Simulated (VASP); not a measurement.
Runs of VASP 6.6.1 on Ca2TeSe. The structure is that of space group P4/mmm (No. 123), or close to it. The cells are those of the table. 

```tsv
level	cell	gap on the mesh (eV)	pressure (GPa)
r2SCAN	a = 4.278, b = 4.278, c = 6.049 Å, 4 atoms	(c)	3.4
PBE	a = 4.336, b = 4.336, c = 6.132 Å, 4 atoms	1.66	1.5
PBE	a = 4.380, b = 4.380, c = 6.194 Å, 4 atoms	(b)	0.1
PBE	a = 4.367, b = 4.367, c = 6.175 Å, 4 atoms	1.71	0.5
PBE	a = 4.291, b = 4.291, c = 6.068 Å, 4 atoms	1.57	(a)
```

Alike in all rows: task single point; potentials or basis VASP PAW PBE potentials, release 64 (Se, Ca_sv, Te); no spin polarisation; k mesh 6 × 6 × 4; cutoff (eV) 520; smearing gaussian 0.01 eV.

Q: Estimate the missing entries.

A: (a) 3.0; (b) 1.74; (c) 1.97.

Caveats: spin-orbit coupling is left out, which moves the levels of the heavy elements; the cell stands under pressure (at least some runs); the PAW data sets were made with another functional, which shifts forces and pressure a little (at least some runs).

A k mesh can miss the band edges, and the runs leave out spin-orbit coupling on Se, Te.
